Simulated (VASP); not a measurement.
# Au in VASP: density of states with PBE

Aim: the density of states of Au with PBE.

Program: VASP 6.6.1. These are calculated values, not measurements. Logs are shortened: lines on timing, memory, paths and dates and some standing lists are left out, and cuts for length are marked.

### 1 The cell of the first run

The cell holds a slab with vacuum, 3 atoms: a = 2.940 Å, b = 2.940 Å, c = 20.158 Å, α = 90.00°, β = 90.00°, γ = 90.00°.

### 2 Density of states, PBE

POSCAR reads:

```
Au
1.0
    2.9400990585      0.0000000000      0.0000000000
    0.0000000000      2.9400990585      0.0000000000
    0.0000000000      0.0000000000     20.1579000000
Au
3
Direct
    0.0000000000      0.0000000000      0.3968660435
    0.5000000000      0.5000000000      0.5000000000
    0.0000000000      0.0000000000      0.6031339565
```

INCAR.step1 reads:

```
PREC     = Accurate       # precision mode
ENCUT    = 520            # plane-wave cutoff, eV
EDIFF    = 1E-6           # SCF threshold, eV
ISMEAR   = -1             # smearing method
SIGMA    = 0.05           # smearing width, eV
LREAL    = False          # projectors in reciprocal space
LASPH    = True           # aspherical terms in the spheres
NELM     = 80             # most SCF steps
ALGO     = Normal         # electronic algorithm
ISIF     = 2              # what is computed and relaxed
LWAVE    = False          # write WAVECAR
LCHARG   = True           # write CHGCAR
LMAXMIX  = 4              # l up to which the mixer works
LDIPOL   = True         
IDIPOL   = 3            
DIPOL    = 0.5 0.5 0.500
GGA      = PE             # functional
NBANDS   = 24             # bands
```

KPOINTS.step1 reads:

```
regular mesh
0
Gamma
  12 12 1
```

INCAR.step2 reads:

```
PREC     = Accurate       # precision mode
ENCUT    = 520            # plane-wave cutoff, eV
EDIFF    = 1E-6           # SCF threshold, eV
ISMEAR   = -5             # smearing method
SIGMA    = 0.05           # smearing width, eV
LREAL    = False          # projectors in reciprocal space
LASPH    = True           # aspherical terms in the spheres
NELM     = 80             # most SCF steps
ALGO     = Normal         # electronic algorithm
ISIF     = 2              # what is computed and relaxed
LWAVE    = False          # write WAVECAR
LCHARG   = False          # write CHGCAR
LMAXMIX  = 4              # l up to which the mixer works
LDIPOL   = True         
IDIPOL   = 3            
DIPOL    = 0.5 0.5 0.500
GGA      = PE             # functional
LORBIT   = 10             # projections on sites
NBANDS   = 24             # bands
NEDOS    = 2001           # points of the DOS
ICHARG   = 11             # starting density
```

KPOINTS.step2 reads:

```
regular mesh
0
Gamma
  18 18 1
```

Potentials or basis: VASP PAW PBE potentials, release 64 (Au).

Started as:

```bash
$ cat potpaw_PBE.64/Au/POTCAR > POTCAR
$ cp INCAR.step1 INCAR
$ cp KPOINTS.step1 KPOINTS
$ mpirun -np 1 vasp_std > vasp.out
$ cp INCAR.step2 INCAR
$ cp KPOINTS.step2 KPOINTS
$ mpirun -np 1 vasp_std > vasp.out
```

OUTCAR:

```text
PREC = Accurate
   ENCUT = 520
   EDIFF = 1E-6
   ISMEAR = -5
   LREAL = False
   LASPH = True
   NELM = 80
   ISIF = 2
   GGA = PE
   LORBIT = 10
   ICHARG = 11

 ion  position               nearest neighbor table
   1  0.000  0.000  0.397-   2 2.94   2 2.94   2 2.94   2 2.94
   2  0.500  0.500  0.500-   1 2.94   3 2.94   1 2.94   3 2.94   1 2.94   3 2.94   1 2.94   3 2.94

   3  0.000  0.000  0.603-   2 2.94   2 2.94   2 2.94   2 2.94

  LATTYP: Found a simple tetragonal cell.
 ALAT       =     2.9400990585
 C/A-ratio  =     6.8561975630

  Lattice vectors:

 A1 = (   2.9400990585,   0.0000000000,   0.0000000000)
 A2 = (   0.0000000000,   2.9400990585,   0.0000000000)
 A3 = (   0.0000000000,   0.0000000000,  20.1579000000)

Analysis of symmetry for initial positions (statically):
=====================================================================
 Subroutine PRICEL returns:
 Original cell was already a primitive cell.

 Routine SETGRP: Setting up the symmetry group for a
 simple tetragonal supercell.

 Subroutine GETGRP returns: Found 16 space group operations
 (whereof 16 operations were pure point group operations)
 out of a pool of 16 trial point group operations.

The static configuration has the point symmetry D_4h.

Analysis of symmetry for dynamics (positions and initial velocities):
=====================================================================
 Subroutine PRICEL returns:
 Original cell was already a primitive cell.

 Routine SETGRP: Setting up the symmetry group for a
 simple tetragonal supercell.

 Subroutine GETGRP returns: Found 16 space group operations
 (whereof 16 operations were pure point group operations)
 out of a pool of 16 trial point group operations.

The dynamic configuration has the point symmetry D_4h.

 Subroutine INISYM returns: Found 16 space group operations
 (whereof 16 operations are pure point group operations),
 and found     1 'primitive' translations

----------------------------------------------------------------------------------------

                                     Primitive cell

  volume of cell :     174.2486

  direct lattice vectors                    reciprocal lattice vectors
     2.940099058  0.000000000  0.000000000     0.340124594  0.000000000  0.000000000
     0.000000000  2.940099058  0.000000000     0.000000000  0.340124594  0.000000000
     0.000000000  0.000000000 20.157900000     0.000000000  0.000000000  0.049608342

  length of vectors
     2.940099058  2.940099058 20.157900000     0.340124594  0.340124594  0.049608342

  position of ions in fractional coordinates (direct lattice)
     0.000000000  0.000000000  0.396866043
     0.500000000  0.500000000  0.500000000
     0.000000000  0.000000000  0.603133957

  ion indices of the primitive-cell ions
   primitive index   ion index
                 1           1
                 2           2
                 3           3

----------------------------------------------------------------------------------------

 KPOINTS: regular mesh

Automatic generation of k-mesh.
 Grid dimensions read from file:
 generate k-points for:   18   18    1

 Generating k-lattice:

  Cartesian coordinates                     Fractional coordinates (reciprocal lattice)
     0.018895811  0.000000000  0.000000000     0.055555556  0.000000000  0.000000000
     0.000000000  0.018895811  0.000000000     0.000000000  0.055555556  0.000000000
     0.000000000  0.000000000  0.049608342     0.000000000  0.000000000  1.000000000

  Length of vectors
     0.018895811  0.018895811  0.049608342

  Shift w.r.t. Gamma in fractional coordinates (k-lattice)
     0.000000000  0.000000000  0.000000000

 TETIRR: Found    495 inequivalent tetrahedra from     1944

 Subroutine IBZKPT returns following result:
 ===========================================

 Found     55 irreducible k-points:

 Following reciprocal coordinates:
            Coordinates               Weight
  0.000000  0.000000  0.000000      1.000000
  0.055556  0.000000  0.000000      4.000000
  0.111111  0.000000  0.000000      4.000000
  0.166667  0.000000  0.000000      4.000000
  0.222222  0.000000  0.000000      4.000000
  0.277778  0.000000  0.000000      4.000000
[... 16 lines left out ...]
  0.277778  0.111111  0.000000      8.000000
  0.333333  0.111111  0.000000      8.000000
 [... further k-points ...]
   k-points           NKPTS =     55   k-points in BZ     NKDIM =     55   number of bands    NBANDS=     24
   number of dos      NEDOS =   2001   number of ions     NIONS =      3
   total plane-waves  NPLWV =  86400
   dimension x,y,z NGX =    24 NGY =   24 NGZ =  150
   dimension x,y,z NGXF=    48 NGYF=   48 NGZF=  300
   ions per type =               3
   NGX,Y,Z   is equivalent  to a cutoff of  13.57, 13.57, 12.37 a.u.
   NGXF,Y,Z  is equivalent  to a cutoff of  27.14, 27.14, 24.74 a.u.
 SYSTEM =  unknown system
   PREC   = accura    normal or accurate (medium, high low for compatibility)
   ISTART =      0    job   : 0-new  1-cont  2-samecut
   ICHARG =     11    charge: 1-file 2-atom 10-const
   ISPIN  =      1    spin polarized calculation?
   LNONCOLLINEAR =      F non collinear calculations
   LSORBIT =      F    spin-orbit coupling
   LASPH  =      T    aspherical Exc in radial PAW
   ENCUT  =  520.0 eV  38.22 Ry    6.18 a.u.   5.47  5.47 37.48*2*pi/ulx,y,z
   NELM   =     80;   NELMIN=  2; NELMDL=  0     # of ELM steps
   EDIFF  = 0.1E-05   stopping-criterion for ELM
   LREAL  =      F    real-space projection
   EDIFFG = 0.1E-04   stopping-criterion for IOM
   NSW    =      0    number of steps for IOM
   IBRION =     -1    ionic relax: 0-MD 1-quasi-New 2-CG
   NFREE  =      0    steps in history (QN), initial steepest desc. (CG)
   ISIF   =      2    stress and relaxation
   ISYM   =      2    0-nonsym 1-usesym 2-fastsym
   POTIM  = 0.5000    time-step for ionic-motion
   TEBEG  =    0.0;   TEEND  =   0.0 temperature during run
   PSTRESS=    0.0 pullay stress
   NELECT =      33.0000    total number of electrons
   NUPDOWN=      -1.0000    fix difference up-down
   EMIN   =  10.00;   EMAX   =-10.00  energy-range for DOS
   EFERMI =   0.00;   METHOD = LEGACY
   ISMEAR =    -5;   SIGMA  =   0.05  broadening in eV -4-tet -1-fermi 0-gaus
   EFERMI_NEDOS =   21; number of points for ismear=-14 and -15
   IALGO  =     38    algorithm
   IMIX   =      4    mixing-type and parameters
     AMIX     =   0.40;   BMIX     =  1.00
     AMIX_MAG =   1.60;   BMIX_MAG =  1.00
  volume/ion in A,a.u.               =      58.08       391.96
  Fermi-wavevector in a.u.,A,eV,Ry     =   0.940134  1.776596 12.025535  0.883852
  Thomas-Fermi vector in A             =   2.067515
   LORBIT       =     10    0 simple, 1 ext, 2 COOP (PROOUT), +10 PAW based schemes
   GGA     = PE    functional components
   LHFCALC =     F    Hartree Fock is set to
   AEXX    =    0.0000 exact exchange contribution
   IVDW    =     0    specifies the selected vdW correction
   LEPSILON=     F    determine dielectric tensor
   LRPA    =     F    only Hartree local field effects (RPA)
 non-spin polarized calculation
 Fermi weights with tetrahedron method with Bloechl corrections
  energy-cutoff  :      520.00
  volume of cell :      174.25
 maximum number of plane-waves:      4763
 NGX is ok and might be reduce to    24

 number of electron      32.9999993 magnetization

 dipolmoment           0.000000      0.000000     -0.000000 electrons x Angstroem

 Free energy of the ion-electron system (eV)
  ---------------------------------------------------
  ext. energy  EPLUGINS =         0.00000000
  ---------------------------------------------------
  free energy    TOTEN  =        -8.69549430 eV

  energy without entropy =       -8.69549430  energy(sigma->0) =       -8.69549430

 E-fermi :  -0.9540     XC(G=0):  -4.6794

 val. band max:       -0.8397694922   @ k =   0.5000   0.0556   0.0000
 cond. band min:      -0.9360965024   @ k =   0.1667   0.0556   0.0000
 fundamental gap:     -0.0963270102
 Fermi energy:        -0.9539771992

 k-point     1 :       0.0000    0.0000    0.0000
  band No.  band energies     occupation
      1      -9.1566      2.00000
      2      -7.0618      2.00000
      3      -6.9179      2.00000
      4      -6.7255      2.00000
      5      -5.8295      2.00000
      6      -5.3089      2.00000
[... 16 lines left out ...]
     23       6.7267      0.00000
     24       7.3823      0.00000

 k-point     2 :       0.0556    0.0000    0.0000
  band No.  band energies     occupation
      1      -9.0921      2.00000
      2      -7.0085      2.00000
      3      -6.8722      2.00000
      4      -6.6900      2.00000
      5      -5.8051      2.00000
      6      -5.2797      2.00000
[... 16 lines left out ...]
     23       6.7826      0.00000
     24       7.3957      0.00000

 k-point     3 :       0.1111    0.0000    0.0000
  band No.  band energies     occupation
      1      -8.9037      2.00000
      2      -6.8738      2.00000
      3      -6.7714      2.00000
      4      -6.5553      2.00000
      5      -5.7135      2.00000
      6      -5.1944      2.00000
[... 16 lines left out ...]
     23       6.9489      0.00000
     24       7.3677      0.00000
[... 514 lines left out ...]
 k-point    23 :       0.2778    0.1111    0.0000
  band No.  band energies     occupation
      1      -7.6024      2.00000
      2      -6.4892      2.00000
      3      -6.1758      2.00000
      4      -5.6639      2.00000
      5      -5.1903      2.00000
      6      -4.9559      2.00000
[... 16 lines left out ...]
     23       6.5330      0.00000
     24       6.8002      0.00000

 k-point    24 :       0.3333    0.1111    0.0000
  band No.  band energies     occupation
      1      -7.2680      2.00000
      2      -6.5940      2.00000
      3      -6.0146      2.00000
      4      -5.5219      2.00000
      5      -5.2177      2.00000
      6      -4.9381      2.00000
[... 16 lines left out ...]
     23       6.8833      0.00000
     24       7.0158      0.00000

 [... further k-points ...]

------------------------ aborting loop because EDIFF is reached ----------------------------------------

 vacuum level on the upper side and lower side of the slab       (xc-potential included)        -0.009        -0.009

  FORCE on cell =-STRESS in cart. coord.  units (eV):
  Direction    XX          YY          ZZ          XY          YZ          ZX
  --------------------------------------------------------------------------------------
  -------------------------------------------------------------------------------------
  Total       -2.4870175     -2.4870175     -0.2088620      0.0000000      0.0000000     -0.0000000
  in kB      -22.8675804    -22.8675804     -1.9204399      0.0000000      0.0000000     -0.0000000
  external PRESSURE =     -15.8852002 kB  Pullay stress =       0.0000000 kB

 VOLUME and BASIS-vectors are now :
 -----------------------------------------------------------------------------
  energy-cutoff  :      520.00
  volume of cell :      174.25
      direct lattice vectors                 reciprocal lattice vectors
     2.940099058  0.000000000  0.000000000     0.340124594  0.000000000  0.000000000
     0.000000000  2.940099058  0.000000000     0.000000000  0.340124594  0.000000000
     0.000000000  0.000000000 20.157900000     0.000000000  0.000000000  0.049608342

 POSITION                                       TOTAL-FORCE (eV/Angst)
 -----------------------------------------------------------------------------------
      0.00000      0.00000      7.99999        -0.000000      0.000000      0.134256
      1.47005      1.47005     10.07895        -0.000000     -0.000000      0.000000
      0.00000      0.00000     12.15791         0.000000     -0.000000     -0.134256
 -----------------------------------------------------------------------------------
    total drift:                                0.000000      0.000000     -0.000000

  FREE ENERGIE OF THE ION-ELECTRON SYSTEM (eV)
  ---------------------------------------------------
  free  energy   TOTEN  =        -8.6954943016 eV

  energy  without entropy=       -8.6954943016  energy(sigma->0) =       -8.69549430

 vacuum level on the upper side and lower side of the slab         4.186         4.186

 total charge

# of ion       s       p       d       tot
------------------------------------------
    1        0.540   0.210   8.786   9.536
    2        0.503   0.299   8.776   9.578
    3        0.540   0.210   8.786   9.536
--------------------------------------------------
tot          1.582   0.719  26.349  28.650
```

Run time: 3.8 min. Hardware: 1 thread of Intel Xeon Platinum 8259CL at 2.50GHz (Skylake/Cascade Lake), shared host; peak memory 0.37 GiB.

Results:

- Valence electrons inside the program's atomic spheres: Au 9.54, 9.58

Levels at points of the mesh, in eV from the Fermi level:
```csv
k point,band 13,band 14,band 15,band 16,band 17,band 18,band 19,band 20,band 21,band 22
"(0.00, 0.00, 0.00)",-2.59,-1.98,-1.76,-1.72,-1.72,-0.83,1.63,4.83,5.37,5.95
"(0.50, 0.00, 0.00)",-2.01,-1.98,-1.85,0.04,0.14,0.49,2.03,3.12,5.63,7.43
"(0.50, 0.50, 0.00)",-1.55,-1.14,-1.14,2.79,2.79,5.07,5.12,5.57,5.76,5.76
```

Caveat: spin-orbit coupling is left out, which moves the levels of the heavy elements; tetrahedron occupations give inexact forces and stress in metals.
